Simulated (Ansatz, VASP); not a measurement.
Sb in VASP and in Ansatz

```xyz
2
Lattice="3.3545 0.0000 0.0000 0.0000 4.6707 0.0000 -0.0418 0.0000 4.7334" Properties=species:S:1:pos:R:3 pbc="T T T"
Sb    3.2846    3.5030    3.5918
Sb    0.0281    1.1677    1.1415
```

Alike in both runs: task single point; functional PBE; k mesh 6 × 4 × 4; occupations gaussian, width 0.1 eV; no spin polarisation.

|  | VASP | Ansatz |
| --- | --- | --- |
| version | VASP 6.6.1 | Ansatz 0.2.0 |
| potentials or method | VASP PAW PBE potentials, release 64 (Sb), cutoff 520 eV | scalar-relativistic, plane waves, PAW |
| valence electrons in the cell | 10 | 30 |

|  | VASP | Ansatz | Ansatz less VASP |
| --- | --- | --- | --- |
| gap on the k mesh at the Fermi level (eV) | none | none | - |
| pressure (GPa) | -7.1 | -7.1 | +0.06 |
| traceless stress, the component that is largest in VASP (GPa) | -2.74 | -2.74 | 0.000 |
| rms of the force components (eV/Å) | 0.115 | 0.116 | +0.0010 |

Atom by atom the forces differ by 0.001 eV/Å (rms over components). A gap of «none» marks a metal or a gap that the smearing closes. The functional is the same, so the differences come from potentials, cutoffs and numerics. VASP's potentials hold 10 valence electrons a cell and Ansatz's 30, so a difference there can come from the potentials and not from the codes.

Neither program's run includes spin-orbit coupling.
